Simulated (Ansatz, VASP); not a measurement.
TaTlO2: VASP beside Ansatz

```
CELL_PARAMETERS angstrom
3.67623 0.00000 0.00000
-1.83812 3.18371 0.00000
0.00000 0.00000 5.93985
ATOMIC_POSITIONS crystal
Ta 0.00000 0.00000 0.50000
Tl 0.00000 0.00000 0.00000
O 0.33333 0.66667 0.50000
O 0.66667 0.33333 0.50000
```

Alike in both runs: task relaxation of cell and atoms; functional PBE; k mesh 6 × 6 × 4; occupations gaussian, width 0.1 eV; no spin polarisation.

|  | VASP | Ansatz |
| --- | --- | --- |
| version | VASP 6.6.1 | Ansatz 0.2.0 |
| potentials or method | VASP PAW PBE potentials, release 64 (Ta_pv, Tl_d, O), cutoff 600 eV | scalar-relativistic, plane waves, PAW |
| valence electrons in the cell | 36 | 38 |

|  | VASP | Ansatz | Ansatz less VASP |
| --- | --- | --- | --- |
| gap on the k mesh at the Fermi level, each at its own relaxed structure (eV) | none | none | - |
| relaxed volume (Å³/atom) | 18.03 | 18.04 | +0.014 |
| relaxed length of the cell vector where the two differ most in proportion (Å) | 6.152 | 6.165 | +0.0132 |

A gap of «none» marks a metal or a gap that the smearing closes. VASP's potentials hold 36 valence electrons a cell and Ansatz's 38, so a difference there can come from the potentials and not from the codes.

Neither program's run includes spin-orbit coupling.
